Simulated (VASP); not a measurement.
# VO2 (P4_2/mnm) in VASP: notebook, part 2 of 2

VASP 6.6.1.

### Step 3. Single point, PBE+U, collinear spin, ferromagnetic start

This run uses another cell than the first one, of 9.67 Å³/atom.

The input, INCAR:

```
PREC     = Accurate       # precision mode
ENCUT    = 600            # plane-wave cutoff, eV
EDIFF    = 1E-6           # SCF threshold, eV
ISMEAR   = 0              # smearing method
SIGMA    = 0.02           # smearing width, eV
LREAL    = F              # projectors in reciprocal space
LASPH    = T              # aspherical terms in the spheres
NELM     = 200            # most SCF steps
ALGO     = Normal         # electronic algorithm
ISIF     = 2              # what is computed and relaxed
LWAVE    = F              # write WAVECAR
LCHARG   = F              # write CHGCAR
ISPIN    = 2              # spin polarisation
MAGMOM   = -0.94 -0.94 0 0 0 0 # initial moments
LORBIT   = 11             # projections on sites
LMAXMIX  = 4              # l up to which the mixer works
LDAU     = T              # DFT+U
LDAUTYPE = 2            
LDAUL    = 2 -1           # shell
LDAUU    = 3.25 0         # U, eV
LDAUJ    = 0 0          
LDAUPRINT= 1            
GGA      = PE             # functional
NBANDS   = 38             # bands
GGA_COMPAT= F
```

The input, KPOINTS:

```
regular mesh
0
Gamma
  6 6 10
```

The input, POSCAR:

```
VO2
1.0
    4.4075885468      0.0000000000      0.0000000000
    0.0000000000      4.4075885468      0.0000000000
    0.0000000000      0.0000000000      2.9874381569
V O
2 4
Direct
    0.0000000000      0.0000000000      0.0000000000
    0.5000000000      0.5000000000      0.5000000000
    0.2989682178      0.2989682178      0.0000000000
    0.7010317822      0.7010317822      0.0000000000
    0.7989682178      0.2010317822      0.5000000000
    0.2010317822      0.7989682178      0.5000000000
```

Potentials or basis: VASP PAW PBE potentials, release 64 (V_sv, O).

The run is started by

```sh
$ cat potpaw_PBE.64/V_sv/POTCAR potpaw_PBE.64/O/POTCAR > POTCAR
$ mpirun -np 1 vasp_std > vasp.out
```

It took 97 s on 1 thread of Intel Xeon 6975P-C (Granite Rapids), shared host; peak memory 0.34 GiB.

The run converged. Its results:

```
Free energy                                           : -46.4155 eV
Pressure                                              : 15.9 GPa
Largest force                                         : 0.051 eV/Å
Band gap on the k mesh                                : 1.06 eV (least direct gap 1.29 eV)
Net moment                                            : -2.00 μB per cell
Site moments                                          : V -1.06; O +0.04 μB
Valence electrons inside the program's atomic spheres : V 11.46; O 5.09
```

Forces in eV/Å, atoms in the order of the input:
```
V    0.000  0.000  0.000
V    0.000  0.000  0.000
O    0.036  0.036  0.000
O   -0.036 -0.036  0.000
O    0.036 -0.036  0.000
O   -0.036  0.036  0.000
```

Stress tensor (GPa, compression positive):
```
15.93  0.00  0.00
 0.00 15.93  0.00
 0.00  0.00 15.71
```

Levels at points of the mesh, in eV from the valence-band top:
Spin up:
```tsv
k point	band 21	band 22	band 23	band 24	band 25	band 26	band 27	band 28
(0.00, 0.00, 0.00)	-1.05	-0.67	-0.67	-0.18	2.16	2.21	2.21	2.78
(0.50, 0.00, 0.00)	-2.29	-2.29	-0.97	-0.97	2.91	2.91	3.23	3.23
(0.50, 0.50, 0.00)	-1.90	-1.90	-1.50	-1.50	2.25	2.25	2.67	2.67
(0.00, 0.00, 0.50)	-3.01	-3.01	-1.70	-1.70	3.04	3.04	3.50	3.50
(0.50, 0.00, 0.50)	-2.29	-2.29	-1.33	-1.33	1.84	1.84	3.71	3.71
(0.50, 0.50, 0.50)	-1.70	-1.70	-0.80	-0.80	2.62	2.62	2.97	2.97
```
Spin down:
| k point | band 22 | band 23 | band 24 | band 25 | band 26 | band 27 | band 28 | band 29 | band 30 | band 31 |
| --- | --- | --- | --- | --- | --- | --- | --- | --- | --- | --- |
| (0.00, 0.00, 0.00) | -1.00 | -0.89 | -0.59 | -0.59 | -0.05 | 1.34 | 1.45 | 1.45 | 2.77 | 3.67 |
| (0.50, 0.00, 0.00) | -2.36 | -0.90 | -0.90 | -0.44 | -0.44 | 2.19 | 2.19 | 2.58 | 2.58 | 4.85 |
| (0.50, 0.50, 0.00) | -1.87 | -1.47 | -1.47 | -1.20 | -1.20 | 1.49 | 1.49 | 2.98 | 2.98 | 4.26 |
| (0.00, 0.00, 0.50) | -3.05 | -1.68 | -1.68 | -0.62 | -0.62 | 2.36 | 2.36 | 2.90 | 2.90 | 4.12 |
| (0.50, 0.00, 0.50) | -2.45 | -1.24 | -1.24 | -0.63 | -0.63 | 1.06 | 1.06 | 3.08 | 3.08 | 3.69 |
| (0.50, 0.50, 0.50) | -1.72 | -0.75 | -0.75 | -0.62 | -0.62 | 1.96 | 1.96 | 2.29 | 2.29 | 4.70 |

Eigenvalues of the final occupation matrices:
| site | spin | trace | eigenvalues |
| --- | --- | --- | --- |
| site 1 d | 1 | 0.90 | 0.06 0.12 0.13 0.28 0.32 |
| site 1 d | 2 | 1.93 | 0.15 0.17 0.29 0.39 0.93 |
| site 2 d | 1 | 0.90 | 0.06 0.12 0.13 0.28 0.32 |
| site 2 d | 2 | 1.93 | 0.15 0.17 0.29 0.39 0.93 |

Caveat: the cell stands under pressure. A k mesh can miss the band edges.

### Step 4. Single point, PBE+U, collinear spin, ferromagnetic start

This run uses another cell than the first one, of 10.09 Å³/atom.

The input, INCAR:

```
SYSTEM = VO2
  PREC = Accurate
  ENCUT = 600
  EDIFF = 1E-6
  ISMEAR = 0
  SIGMA = 0.02
  LREAL = .FALSE.
  LASPH = .TRUE.
  NELM = 200
  ALGO = Normal
  ISIF = 2
  LWAVE = .FALSE.
  LCHARG = .TRUE.
  ISPIN = 2
  MAGMOM = -0.95 -0.95 0 0 0 0
  LORBIT = 11
  LMAXMIX = 4
  LDAU = .TRUE.
  LDAUTYPE = 2
  LDAUL = 2 -1
  LDAUU = 3.25 0
  LDAUJ = 0 0
  LDAUPRINT = 1
  GGA = PE
  LELF = .TRUE.
  LVHAR = .TRUE.
  NBANDS = 38
  GGA_COMPAT = .FALSE.
```

The input, KPOINTS:

```
Automatic mesh
0
G
  6 6 10
  0 0 0
```

The input, POSCAR:

```
VO2
1.0
    4.4747455319      0.0000000000      0.0000000000
    0.0000000000      4.4747455319      0.0000000000
    0.0000000000      0.0000000000      3.0220049858
V O
2 4
Direct
    0.0000000000      0.0000000000      0.0000000000
    0.5000000000      0.5000000000      0.5000000000
    0.2989568933      0.2989568933      0.0000000000
    0.7010431067      0.7010431067      0.0000000000
    0.7989568933      0.2010431067      0.5000000000
    0.2010431067      0.7989568933      0.5000000000
```

The run is started by

```sh
$ cat potpaw_PBE.64/V_sv/POTCAR potpaw_PBE.64/O/POTCAR > POTCAR
$ mpirun -np 1 vasp_std > vasp.out
```

It took 4.7 min on 1 thread of Intel Xeon Platinum 8259CL at 2.50GHz (Skylake/Cascade Lake), shared host; peak memory 0.35 GiB.

Results (log left out):

```
Free energy                                           : -46.5777 eV
Pressure                                              : 4.4 GPa
Largest force                                         : 0.050 eV/Å
Band gap on the k mesh                                : 1.00 eV (least direct gap 1.25 eV)
Net moment                                            : -2.00 μB per cell
Site moments                                          : V -1.07; O +0.05 μB
Valence electrons inside the program's atomic spheres : V 11.36; O 5.07
```

Forces on the atoms (eV/Å):
```
V    0.000  0.000  0.000
V    0.000  0.000  0.000
O    0.035  0.035  0.000
O   -0.035 -0.035  0.000
O    0.035 -0.035  0.000
O   -0.035  0.035  0.000
```

Stress tensor (GPa, compression positive):
```
4.53 0.00 0.00
0.00 4.53 0.00
0.00 0.00 4.25
```

Levels at points of the mesh, in eV from the valence-band top:
Spin up:
```tsv
k point	band 20	band 21	band 22	band 23	band 24	band 25	band 26	band 27	band 28	band 29
(0.00, 0.00, 0.00)	-2.70	-1.00	-0.64	-0.64	-0.14	2.10	2.16	2.16	2.75	2.76
(0.50, 0.00, 0.00)	-3.36	-2.17	-2.17	-0.90	-0.90	2.80	2.80	3.12	3.12	3.39
(0.50, 0.50, 0.00)	-2.24	-1.82	-1.82	-1.47	-1.47	2.19	2.19	2.62	2.62	3.45
(0.00, 0.00, 0.50)	-2.93	-2.80	-2.80	-1.62	-1.62	2.92	2.92	3.35	3.35	3.85
(0.50, 0.00, 0.50)	-2.82	-2.16	-2.16	-1.25	-1.25	1.80	1.80	3.54	3.54	3.88
(0.50, 0.50, 0.50)	-2.87	-1.58	-1.58	-0.77	-0.77	2.54	2.54	2.87	2.87	4.06
```
Spin down:
```
           k point  band 23  band 24  band 25  band 26  band 27  band 28  band 29  band 30
(0.00, 0.00, 0.00)    -0.95    -0.54    -0.54     0.00     1.25     1.38     1.38     2.50
(0.50, 0.00, 0.00)    -0.82    -0.82    -0.55    -0.55     2.06     2.06     2.44     2.44
(0.50, 0.50, 0.00)    -1.42    -1.42    -1.27    -1.27     1.41     1.41     2.82     2.82
(0.00, 0.00, 0.50)    -1.60    -1.60    -0.73    -0.73     2.22     2.22     2.74     2.74
(0.50, 0.00, 0.50)    -1.14    -1.14    -0.74    -0.74     1.00     1.00     2.90     2.90
(0.50, 0.50, 0.50)    -0.73    -0.73    -0.70    -0.70     1.85     1.85     2.17     2.17
```

Eigenvalues of the final occupation matrices:
```
    site  spin  trace               eigenvalues
site 1 d     1   0.87  0.06 0.11 0.13 0.27 0.31
site 1 d     2   1.91  0.15 0.17 0.29 0.38 0.93
site 2 d     1   0.87  0.06 0.11 0.13 0.27 0.31
site 2 d     2   1.91  0.15 0.17 0.29 0.38 0.93
```

Caveat: the cell stands under pressure. The state reached can hang on the start; a lower one may exist.

### Step 5. The runs side by side

| cell | gap on the mesh (eV) | pressure (GPa) | moment (μB) | largest force (eV/Å) |
| --- | --- | --- | --- | --- |
| a = 4.482, b = 4.482, c = 3.026 Å, 6 atoms | 0.99 | 3.4 | 2.00 | 0.05 |
| a = 4.408, b = 4.408, c = 2.987 Å, 6 atoms | 1.06 | 15.9 | 2.00 | 0.05 |
| a = 4.475, b = 4.475, c = 3.022 Å, 6 atoms | 1.00 | 4.4 | 2.00 | 0.05 |

Alike in all rows: task single point; level PBE+U; potentials or basis VASP PAW PBE potentials, release 64 (V_sv, O); spin collinear, ferromagnetic start; V d U = 3.25 eV; k mesh 6 × 6 × 10; cutoff (eV) 600; smearing gaussian 0.02 eV.

Caveats: the cell stands under pressure.

Total energies depend on the potentials used, so only differences within one code and one set of settings carry meaning.
